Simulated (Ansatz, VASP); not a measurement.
## One calculation of Se, two programs

INCAR

```
SYSTEM = Se
PREC = Accurate ; ENCUT = 400
EDIFF = 1E-8 ; ISMEAR = -1
SIGMA = 0.02 ; LREAL = .False.
LASPH = .True. ; NELM = 120
ALGO = Normal ; ISIF = 2
LWAVE = .False. ; LCHARG = .False.
GGA = PS ; LEFG = .True.
NBANDS = 16 ; GGA_COMPAT = .False.
```

The input KPOINTS:

```
Automatic mesh
0
Gamma
  8 8 6
  0 0 0
```

The input POSCAR:

```
Se
1.0
    4.3551696776      0.0435516968      0.0435516968
   -2.1398679630      3.7499117302      0.0159410274
    0.0494945000      0.0494945000      4.9494500000
Se
3
Direct
    0.2170000000      0.0000000000      0.1666666667
    0.0000000000      0.2170000000      0.8333333333
    0.7830000000      0.7830000000      0.5000000000
```

Input for Ansatz:

```yaml
crystal:
  lattice:
    - [4.3551696776, 0.0435516968, 0.0435516968]
    - [-2.139867963, 3.7499117302, 0.0159410274]
    - [0.0494945, 0.0494945, 4.94945]
  atoms:
    - { symbol: Se, position: [0.217, 0.0, 0.1666666667] }
    - { symbol: Se, position: [0.0, 0.217, 0.8333333333] }
    - { symbol: Se, position: [0.783, 0.783, 0.5] }
kpoints:
  mp_grid: { grid: [8, 8, 6] }
scf:
  occupations: { method: fermi_dirac, width: 0.02 }
hamiltonian:
  xc: pbesol
  pseudopotentials: { kind: all_electron, datasets: crystal }
output:
  forces: true
  stress: true
  eigenvalues: true
  efg: { contact_densities: true }
```

Change from the starting cell: equal xy, yz and zx shear strains of +2 %, crystal datasets.

Alike in both runs: task electric field gradients; functional PBEsol; k mesh 8 × 8 × 6; occupations fermi-dirac, width 0.02 eV; no spin polarisation.

```csv
,VASP,Ansatz
version,VASP 6.6.1,Ansatz 0.2.0
potentials or method,"VASP PAW PBE potentials, release 64 (Se), cutoff 400 eV","all-electron PAW with datasets made for the crystal, scalar-relativistic"
```

VASP gave:

- gap on the k mesh at the Fermi level (eV): 1.00
- pressure (GPa): 3.1
- traceless stress, the component that is largest in VASP (GPa): 1.67
- rms of the force components (eV/Å): 0.642
- size of Vzz on the site where it differs most (V/Å²): 491.6

What did Ansatz give for the same quantities?

gap on the k mesh at the Fermi level (eV): 1.02; pressure (GPa): 2.9; traceless stress, the component that is largest in VASP (GPa): 1.56; rms of the force components (eV/Å): 0.605; size of Vzz on the site where it differs most (V/Å²): 515.6.

VASP's potentials were made for PBE, not for PBEsol. Atom by atom the forces differ by 0.038 eV/Å (rms over components). Ansatz ran all-electron here, and VASP with PAW potentials.
